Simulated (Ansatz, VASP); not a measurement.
One calculation of TiC, two programs

Contents of INCAR:

```
ALGO     = Normal         # electronic algorithm
EDIFF    = 1E-6           # SCF threshold, eV
EDIFFG   = -0.01          # ionic threshold
ENCUT    = 600            # plane-wave cutoff, eV
GGA      = PE             # functional
IBRION   = 2              # ionic algorithm
ISIF     = 3              # what is computed and relaxed
ISMEAR   = 0              # smearing method
LASPH    = T              # aspherical terms in the spheres
LCHARG   = F              # write CHGCAR
LREAL    = F              # projectors in reciprocal space
LWAVE    = F              # write WAVECAR
NELM     = 60             # most SCF steps
NSW      = 100            # ionic steps
PREC     = Accurate       # precision mode
SIGMA    = 0.1            # smearing width, eV
```

Contents of KPOINTS:

```
k-points
0
Gamma
  12 12 4
```

Contents of POSCAR:

```
TiC
1.0
    3.1011933000      0.0000000000      0.0000000000
   -1.5505966000      2.6857122000      0.0000000000
    0.0000000000      0.0000000000      9.7826734000
Ti C
4 4
Direct
    0.6666667000      0.3333333000      0.7500000000
    0.0000000000      0.0000000000      0.0000000000
    0.3333333000      0.6666667000      0.2500000000
    0.0000000000      0.0000000000      0.5000000000
    0.3333333000      0.6666667000      0.8754600000
    0.6666667000      0.3333333000      0.1245400000
    0.6666667000      0.3333333000      0.3754600000
    0.3333333000      0.6666667000      0.6245400000
```

Input for Ansatz:

```yaml
crystal:
  lattice:
    - [3.1011933, 0.0, 0.0]
    - [-1.5505966, 2.6857122, 0.0]
    - [0.0, 0.0, 9.7826734]
  atoms:
    - { symbol: Ti, position: [0.6666667, 0.3333333, 0.75] }
    - { symbol: Ti, position: [0.0, 0.0, 0.0] }
    - { symbol: Ti, position: [0.3333333, 0.6666667, 0.25] }
    - { symbol: Ti, position: [0.0, 0.0, 0.5] }
    - { symbol: C, position: [0.3333333, 0.6666667, 0.87546] }
    - { symbol: C, position: [0.6666667, 0.3333333, 0.12454] }
    - { symbol: C, position: [0.6666667, 0.3333333, 0.37546] }
    - { symbol: C, position: [0.3333333, 0.6666667, 0.62454] }
basis:
  ecutwfc: 420
kpoints:
  mp_grid: { grid: [12, 12, 4] }
hamiltonian:
  xc: pbe
scf:
  occupations: { method: gaussian, width: 0.1 }
output:
  forces: true
  stress: true
  eigenvalues: true
relax:
  adjacent_minimum: "off"
  f_tol: 0.01
  max_steps: 80
  cell: { stress_tol: 0.05 }
```

Alike in both runs: task relaxation of cell and atoms; functional PBE; k mesh 12 × 12 × 4; occupations gaussian, width 0.1 eV; no spin polarisation.

```csv
,VASP,Ansatz
version,VASP 6.6.1,Ansatz 0.2.0
potentials or method,"VASP PAW PBE potentials, release 64 (Ti_sv, C), cutoff 600 eV","scalar-relativistic, plane waves, PAW"
valence electrons in the cell,64,64
```

```tsv
	VASP	Ansatz	Ansatz less VASP
gap on the k mesh at the Fermi level, each at its own relaxed structure (eV)	none	none	-
relaxed volume (Å³/atom)	10.18	10.18	0.000
relaxed length of the cell vector where the two differ most in proportion (Å)	3.101	3.101	0.0000
```

A gap of «none» marks a metal or a gap that the smearing closes.

Noted on VASP's run: the relaxation stopped at its first step, so nothing moved.
